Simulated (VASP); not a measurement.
# AgBr (Fm-3m) in VASP: settings compared

Aim: see how the results for AgBr move with the level of theory and the settings. Levels: PBE+D3(BJ), PBE. Tasks: single point.

All numbers are computed with VASP 6.6.1; they aren't measurements. Logs are shortened: lines on timing, memory, paths and dates and some standing lists are left out, and cuts for length are marked.

## 1. The cell of the first run

Symmetry: Fm-3m, No. 225, cubic system. Conventional cell: a = 5.778 Å, b = 5.778 Å, c = 5.778 Å, α = 90.00°, β = 90.00°, γ = 90.00°. Ag (site symmetry m-3m) has 6 Br at 2.89 Å within 3.8 Å. Br (site symmetry m-3m) has 6 Ag at 2.89 Å within 3.8 Å.

## 2. Single point, PBE+D3(BJ)

Contents of INCAR:

```
PREC     = Accurate       # precision mode
ENCUT    = 500            # plane-wave cutoff, eV
EDIFF    = 1E-6           # SCF threshold, eV
ISMEAR   = -1             # smearing method
SIGMA    = 0.05           # smearing width, eV
LREAL    = False          # projectors in reciprocal space
LASPH    = True           # aspherical terms in the spheres
NELM     = 120            # most SCF steps
ALGO     = Normal         # electronic algorithm
ISIF     = 2              # what is computed and relaxed
LWAVE    = False          # write WAVECAR
LCHARG   = False          # write CHGCAR
GGA      = PE             # functional
IVDW     = 12             # dispersion correction
NBANDS   = 16             # bands
GGA_COMPAT= False
```

Contents of KPOINTS:

```
regular mesh
0
Gamma
  8 8 8
```

Contents of POSCAR:

```
AgBr
1.0
    0.0000000000      2.8891581698      2.8891581698
    2.8891581698      0.0000000000      2.8891581698
    2.8891581698      2.8891581698      0.0000000000
Ag Br
1 1
Direct
    0.0000000000      0.0000000000      0.0000000000
    0.5000000000      0.5000000000      0.5000000000
```

Potentials or basis: VASP PAW PBE potentials, release 64 (Ag, Br).

The run is started by

```
cat potpaw_PBE.64/Ag/POTCAR potpaw_PBE.64/Br/POTCAR > POTCAR
mpirun -np 1 vasp_std > vasp.out
```

OUTCAR:

```text
PREC = Accurate
   ENCUT = 500
   EDIFF = 1E-6
   ISMEAR = -1
   LREAL = False
   LASPH = True
   NELM = 120
   ISIF = 2
   GGA = PE
   IVDW = 12
 IVDW          = 12

 ion  position               nearest neighbor table
   1  0.000  0.000  0.000-   2 2.89   2 2.89   2 2.89   2 2.89   2 2.89   2 2.89
   2  0.500  0.500  0.500-   1 2.89   1 2.89   1 2.89   1 2.89   1 2.89   1 2.89

  LATTYP: Found a face centered cubic cell.
 ALAT       =     5.7783163396

  Lattice vectors:

 A1 = (   0.0000000000,   2.8891581698,   2.8891581698)
 A2 = (   2.8891581698,   0.0000000000,   2.8891581698)
 A3 = (   2.8891581698,   2.8891581698,   0.0000000000)

Analysis of symmetry for initial positions (statically):
=====================================================================
 Subroutine PRICEL returns:
 Original cell was already a primitive cell.

 Routine SETGRP: Setting up the symmetry group for a
 face centered cubic supercell.

 Subroutine GETGRP returns: Found 48 space group operations
 (whereof 48 operations were pure point group operations)
 out of a pool of 48 trial point group operations.

The static configuration has the point symmetry O_h .

Analysis of symmetry for dynamics (positions and initial velocities):
=====================================================================
 Subroutine PRICEL returns:
 Original cell was already a primitive cell.

 Routine SETGRP: Setting up the symmetry group for a
 face centered cubic supercell.

 Subroutine GETGRP returns: Found 48 space group operations
 (whereof 48 operations were pure point group operations)
 out of a pool of 48 trial point group operations.

The dynamic configuration has the point symmetry O_h .

 Subroutine INISYM returns: Found 48 space group operations
 (whereof 48 operations are pure point group operations),
 and found     1 'primitive' translations

----------------------------------------------------------------------------------------

                                     Primitive cell

  volume of cell :      48.2330

  direct lattice vectors                    reciprocal lattice vectors
     0.000000000  2.889158170  2.889158170    -0.173060792  0.173060792  0.173060792
     2.889158170  0.000000000  2.889158170     0.173060792 -0.173060792  0.173060792
     2.889158170  2.889158170  0.000000000     0.173060792  0.173060792 -0.173060792

  length of vectors
     4.085886668  4.085886668  4.085886668     0.299750084  0.299750084  0.299750084

  position of ions in fractional coordinates (direct lattice)
     0.000000000  0.000000000  0.000000000
     0.500000000  0.500000000  0.500000000

  ion indices of the primitive-cell ions
   primitive index   ion index
                 1           1
                 2           2

----------------------------------------------------------------------------------------

 KPOINTS: regular mesh

Automatic generation of k-mesh.
 Grid dimensions read from file:
 generate k-points for:    8    8    8

 Generating k-lattice:

  Cartesian coordinates                     Fractional coordinates (reciprocal lattice)
    -0.021632599  0.021632599  0.021632599     0.125000000  0.000000000  0.000000000
     0.021632599 -0.021632599  0.021632599     0.000000000  0.125000000  0.000000000
     0.021632599  0.021632599 -0.021632599     0.000000000  0.000000000  0.125000000

  Length of vectors
     0.037468760  0.037468760  0.037468760

  Shift w.r.t. Gamma in fractional coordinates (k-lattice)
     0.000000000  0.000000000  0.000000000

 Subroutine IBZKPT returns following result:
 ===========================================

 Found     29 irreducible k-points:

 Following reciprocal coordinates:
            Coordinates               Weight
  0.000000  0.000000  0.000000      1.000000
  0.125000  0.000000  0.000000      8.000000
  0.250000  0.000000  0.000000      8.000000
  0.375000  0.000000  0.000000      8.000000
  0.500000  0.000000  0.000000      4.000000
  0.125000  0.125000  0.000000      6.000000
[... 16 lines left out ...]
  0.500000  0.250000  0.125000     48.000000
 -0.375000  0.250000  0.125000     24.000000
 [... further k-points ...]
   k-points           NKPTS =     29   k-points in BZ     NKDIM =     29   number of bands    NBANDS=     16
   number of dos      NEDOS =    301   number of ions     NIONS =      2
   total plane-waves  NPLWV =  27000
   dimension x,y,z NGX =    30 NGY =   30 NGZ =   30
   dimension x,y,z NGXF=    60 NGYF=   60 NGZF=   60
   ions per type =               1   1
   NGX,Y,Z   is equivalent  to a cutoff of  12.21, 12.21, 12.21 a.u.
   NGXF,Y,Z  is equivalent  to a cutoff of  24.41, 24.41, 24.41 a.u.
 SYSTEM =  unknown system
   PREC   = accura    normal or accurate (medium, high low for compatibility)
   ISTART =      0    job   : 0-new  1-cont  2-samecut
   ICHARG =      2    charge: 1-file 2-atom 10-const
   ISPIN  =      1    spin polarized calculation?
   LNONCOLLINEAR =      F non collinear calculations
   LSORBIT =      F    spin-orbit coupling
   LASPH  =      T    aspherical Exc in radial PAW
   ENCUT  =  500.0 eV  36.75 Ry    6.06 a.u.   7.45  7.45  7.45*2*pi/ulx,y,z
   NELM   =    120;   NELMIN=  2; NELMDL= -5     # of ELM steps
   EDIFF  = 0.1E-05   stopping-criterion for ELM
   LREAL  =      F    real-space projection
   EDIFFG = 0.1E-04   stopping-criterion for IOM
   NSW    =      0    number of steps for IOM
   IBRION =     -1    ionic relax: 0-MD 1-quasi-New 2-CG
   NFREE  =      0    steps in history (QN), initial steepest desc. (CG)
   ISIF   =      2    stress and relaxation
   ISYM   =      2    0-nonsym 1-usesym 2-fastsym
   POTIM  = 0.5000    time-step for ionic-motion
   TEBEG  =    0.0;   TEEND  =   0.0 temperature during run
   PSTRESS=    0.0 pullay stress
   NELECT =      18.0000    total number of electrons
   NUPDOWN=      -1.0000    fix difference up-down
   EMIN   =  10.00;   EMAX   =-10.00  energy-range for DOS
   EFERMI =   0.00;   METHOD = LEGACY
   ISMEAR =    -1;   SIGMA  =   0.05  broadening in eV -4-tet -1-fermi 0-gaus
   EFERMI_NEDOS =   21; number of points for ismear=-14 and -15
   IALGO  =     38    algorithm
   IMIX   =      4    mixing-type and parameters
     AMIX     =   0.40;   BMIX     =  1.00
     AMIX_MAG =   1.60;   BMIX_MAG =  1.00
  volume/ion in A,a.u.               =      24.12       162.75
  Fermi-wavevector in a.u.,A,eV,Ry     =   1.178649  2.227323 18.901384  1.389213
  Thomas-Fermi vector in A             =   2.314974
   LORBIT       =      0    0 simple, 1 ext, 2 COOP (PROOUT), +10 PAW based schemes
   GGA     = PE    functional components
   LHFCALC =     F    Hartree Fock is set to
   AEXX    =    0.0000 exact exchange contribution
   IVDW    =    12    specifies the selected vdW correction
   LEPSILON=     F    determine dielectric tensor
   LRPA    =     F    only Hartree local field effects (RPA)
 non-spin polarized calculation
  energy-cutoff  :      500.00
  volume of cell :       48.23
 maximum number of plane-waves:      1243
 NGX is ok and might be reduce to    30
   NGX = 15   NGY = 15   NGZ = 15

 number of electron      18.0000004 magnetization

 Free energy of the ion-electron system (eV)
  ---------------------------------------------------
  ext. energy  EPLUGINS =         0.00000000
  ---------------------------------------------------
  free energy    TOTEN  =        -4.99394007 eV

  energy without entropy =       -4.99392378  energy(sigma->0) =       -4.99393193

 E-fermi :   3.7928     XC(G=0):  -9.7598

 val. band max:        3.3802298666   @ k =   0.5000   0.0000   0.0000
 cond. band min:       4.0563106077   @ k =   0.0000   0.0000   0.0000
 fundamental gap:      0.6760807410
 Fermi energy:         3.7927859990

 k-point     1 :       0.0000    0.0000    0.0000
  band No.  band energies     occupation
      1     -11.5748      2.00000
      2       0.6658      2.00000
      3       0.6658      2.00000
      4       0.6659      2.00000
      5       0.6659      2.00000
      6       0.6659      2.00000
[... 8 lines left out ...]
     15      15.0875      0.00000
     16      15.0875      0.00000

 k-point     2 :       0.1250    0.0000    0.0000
  band No.  band energies     occupation
      1     -11.5175      2.00000
      2       0.2807      2.00000
      3       0.2807      2.00000
      4       0.3283      2.00000
      5       0.7068      2.00000
      6       0.7068      2.00000
[... 8 lines left out ...]
     15      14.2851      0.00000
     16      14.6729      0.00000

 k-point     3 :       0.2500    0.0000    0.0000
  band No.  band energies     occupation
      1     -11.3731      2.00000
      2      -0.6445      2.00000
      3      -0.2191      2.00000
      4      -0.2191      2.00000
      5       0.8080      2.00000
      6       0.8080      2.00000
[... 8 lines left out ...]
     15      14.7270      0.00000
     16      14.7270      0.00000

 k-point     4 :       0.3750    0.0000    0.0000
  band No.  band energies     occupation
      1     -11.2194      2.00000
      2      -1.4361      2.00000
      3      -0.5545      2.00000
      4      -0.5545      2.00000
      5       0.9128      2.00000
      6       0.9128      2.00000
[... 8 lines left out ...]
     15      15.7713      0.00000
     16      15.7713      0.00000
[... 324 lines left out ...]
 k-point    22 :       0.3750    0.2500    0.1250
  band No.  band energies     occupation
      1     -11.2823      2.00000
      2      -1.0366      2.00000
      3      -0.2765      2.00000
      4       0.0946      2.00000
      5       0.7614      2.00000
      6       0.8920      2.00000
[... 8 lines left out ...]
     15      16.7727      0.00000
     16      17.3280      0.00000

 k-point    23 :       0.5000    0.2500    0.1250
  band No.  band energies     occupation
      1     -11.1706      2.00000
      2      -1.2443      2.00000
      3      -0.5528      2.00000
      4      -0.2809      2.00000
      5       0.8491      2.00000
      6       0.9621      2.00000
[... 8 lines left out ...]
     15      17.0769      0.00000
     16      17.3450      0.00000

 k-point    24 :      -0.3750    0.2500    0.1250
  band No.  band energies     occupation
      1     -11.1229      2.00000
      2      -1.3085      2.00000
      3      -0.5786      2.00000
      4      -0.5531      2.00000
      5       0.9107      2.00000
      6       0.9646      2.00000
[... 8 lines left out ...]
     15      15.9189      0.00000
     16      17.6399      0.00000

 [... further k-points ...]

------------------------ aborting loop because EDIFF is reached ----------------------------------------

 Edisp (eV)   -0.71625

 E8    (eV) :    -0.3021

  FORCE on cell =-STRESS in cart. coord.  units (eV):
  Direction    XX          YY          ZZ          XY          YZ          ZX
  --------------------------------------------------------------------------------------
  -------------------------------------------------------------------------------------
  Total      -0.34129    -0.34129    -0.34129     0.00000     0.00000     0.00000
  in kB     -11.33695   -11.33695   -11.33695     0.00000     0.00000     0.00000
  external pressure =      -11.34 kB  Pullay stress =        0.00 kB

 VOLUME and BASIS-vectors are now :
 -----------------------------------------------------------------------------
  energy-cutoff  :      500.00
  volume of cell :       48.23
      direct lattice vectors                 reciprocal lattice vectors
     0.000000000  2.889158170  2.889158170    -0.173060792  0.173060792  0.173060792
     2.889158170  0.000000000  2.889158170     0.173060792 -0.173060792  0.173060792
     2.889158170  2.889158170  0.000000000     0.173060792  0.173060792 -0.173060792

 POSITION                                       TOTAL-FORCE (eV/Angst)
 -----------------------------------------------------------------------------------
      0.00000      0.00000      0.00000         0.000000     -0.000000      0.000000
      2.88916      2.88916      2.88916        -0.000000      0.000000     -0.000000
 -----------------------------------------------------------------------------------
    total drift:                               -0.000000      0.000000      0.000000

  FREE ENERGIE OF THE ION-ELECTRON SYSTEM (eV)
  ---------------------------------------------------
  free  energy   TOTEN  =        -5.7101933260 eV

  energy  without entropy=       -5.7101770326  energy(sigma->0) =       -5.71018518
```

Wall time 18 s (1 thread of Intel Xeon Platinum 8259CL at 2.50GHz (Skylake/Cascade Lake), shared host); peak memory 0.18 GiB.

What came out:

```yaml
Free_energy: -5.7102 eV
Pressure: -1.1 GPa
Band_gap_on_the_k_mesh: 0.68 eV, indirect (least direct gap 2.54 eV)
Dispersion_energy_per_atom: -0.358 eV
```

## 3. Single point, PBE

This run uses another cell than the first one, of 23.64 Å³/atom, 0.980 times its volume.

Contents of INCAR:

```
SYSTEM = AgBr
PREC = Accurate
ENCUT = 500
EDIFF = 1E-6
ISMEAR = 0
SIGMA = 0.014
LREAL = .False.
LASPH = .True.
NELM = 120
ALGO = Normal
ISIF = 2
LWAVE = .False.
LCHARG = .False.
GGA = PE
NBANDS = 16
GGA_COMPAT = .False.
```

Contents of KPOINTS:

```
Automatic mesh
0
Gamma
  8 8 8
  0 0 0
```

Contents of POSCAR:

```
AgBr
1.0
    0.0000000000      2.8701500000      2.8701500000
    2.8701500000      0.0000000000      2.8701500000
    2.8701500000      2.8701500000      0.0000000000
Ag Br
1 1
Direct
    0.0000000000      0.0000000000      0.0000000000
    0.5000000000      0.5000000000      0.5000000000
```

Potentials or basis: VASP PAW PBE potentials, release 64 (Ag, Br).

The run is started by

```
cat potpaw_PBE.64/Ag/POTCAR potpaw_PBE.64/Br/POTCAR > POTCAR
mpirun -np 1 vasp_std > vasp.out
```

Run time: 34 s. Hardware: 1 thread of Intel Xeon 8259CL, shared host; peak memory 0.18 GiB.

It converged, with:

```
Free energy            : -4.9832 eV
Pressure               : 2.3 GPa
Band gap on the k mesh : 0.67 eV, indirect (least direct gap 2.61 eV)
```

Levels at points of the mesh, in eV from the valence-band top:
```
           k point  band 7  band 8  band 9  band 10  band 11  band 12
(0.00, 0.00, 0.00)   -1.93   -1.93   -1.93     0.67     9.91     9.91
(0.50, 0.00, 0.00)   -2.15    0.00    0.00     3.73     6.59     6.76
(0.50, 0.50, 0.00)   -2.39   -2.39   -2.29     1.60     7.05     9.06
```

A k mesh can miss the band edges. A hybrid or GW would open this gap; PBE tends to underestimate it.

## 4. Single point, PBE

This run uses another cell than the first one, of 23.64 Å³/atom, 0.980 times its volume.

Contents of INCAR:

```
SYSTEM = AgBr
  ALGO = Normal
  EDIFF = 1E-6
  ENCUT = 500
  GGA = PE
  GGA_COMPAT = .FALSE.
  ISIF = 2
  ISMEAR = 0
  LASPH = .TRUE.
  LCHARG = .FALSE.
  LREAL = .FALSE.
  LWAVE = .FALSE.
  NBANDS = 16
  NELM = 120
  PREC = Accurate
  SIGMA = 0.025
```

Contents of KPOINTS:

```
k-points
0
G
  8 8 8
  0 0 0
```

POSCAR is that of step 3.

The run is started by

```
cat potpaw_PBE.64/Ag/POTCAR potpaw_PBE.64/Br/POTCAR > POTCAR
mpirun -np 1 vasp_std > vasp.out
```

Run time: 31 s. Hardware: 1 thread of Intel Xeon 8259CL, shared host; peak memory 0.18 GiB.

Results (log left out):

```yaml
Free_energy: -4.9832 eV
Pressure: 2.3 GPa
Band_gap_on_the_k_mesh: 0.67 eV, indirect (least direct gap 2.61 eV)
```

Levels at points of the mesh, in eV from the valence-band top:
```csv
k point,band 5,band 6,band 7,band 8,band 9,band 10,band 11,band 12,band 13,band 14
"(0.00, 0.00, 0.00)",-2.80,-2.80,-1.93,-1.93,-1.93,0.67,9.91,9.91,9.91,11.14
"(0.50, 0.00, 0.00)",-2.49,-2.49,-2.15,0.00,0.00,3.73,6.59,6.76,6.76,12.25
"(0.50, 0.50, 0.00)",-2.84,-2.64,-2.39,-2.39,-2.29,1.60,7.05,9.06,11.05,11.05
```

A k mesh can miss the band edges.

## 5. Overview

```tsv
level	cell	smearing	gap on the mesh (eV)	pressure (GPa)
PBE+D3(BJ)	a = 4.086 Å, angles 60.0°, 2 atoms	fermi-dirac 0.05 eV	0.68	-1.1
PBE	a = 4.059 Å, angles 60.0°, 2 atoms	gaussian 0.014 eV	0.67	2.3
PBE	a = 4.059 Å, angles 60.0°, 2 atoms	gaussian 0.025 eV	0.67	2.3
```

Alike in all rows: task single point; potentials or basis VASP PAW PBE potentials, release 64 (Ag, Br); no spin polarisation; k mesh 8 × 8 × 8; cutoff (eV) 500.

Total energies depend on the potentials used, so only differences within one code and one set of settings carry meaning.
